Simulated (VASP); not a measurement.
A run of VASP 6.6.1 is set up as follows.

INCAR

```
ALGO = Fast
EDIFF = 1E-6
ENCUT = 520
GGA = PE
ISIF = 2
ISMEAR = 0
LASPH = True
LCHARG = False
LREAL = False
LWAVE = False
NBANDS = 45
NELM = 80
PREC = Accurate
SIGMA = 0.1
```

KPOINTS

```
k-points
0
Gamma
  6 4 4
```

POSCAR

```
Cu2Pb
1.0
    3.6134626441      0.0000000000      0.0000000000
    0.0000000000      6.2041322743      0.0000000000
    0.0000000000      0.0000000000      5.2316119714
Cu Pb
4 2
Direct
    0.0000000000      0.7999093864      0.3513356434
    0.0000000000      0.2000906136      0.3513356434
    0.5000000000      0.2999093864      0.6486643566
    0.5000000000      0.7000906136      0.6486643566
    0.0000000000      0.0000000000      0.8650895282
    0.5000000000      0.5000000000      0.1349104718
```

Potentials or basis: VASP PAW PBE potentials, release 64 (Cu, Pb_d).

The run is started by

```bash
$ cat potpaw_PBE.64/Cu/POTCAR potpaw_PBE.64/Pb_d/POTCAR > POTCAR
$ mpirun -np 1 vasp_std > vasp.out
```

Predict the band gap on the k mesh.

zero (bands 36 and 37 overlap by 2.33 eV).

Predict the pressure.

-0.3 GPa.

Predict the largest force.

0.044 eV/Å.

Forces on the atoms (eV/Å):
```
Cu   0.000  0.037 -0.024
Cu   0.000 -0.037 -0.024
Cu   0.000  0.037  0.024
Cu   0.000 -0.037  0.024
Pb   0.000  0.000 -0.006
Pb   0.000  0.000  0.006
```

Caveat: spin-orbit coupling is left out, which moves the levels of the heavy elements.
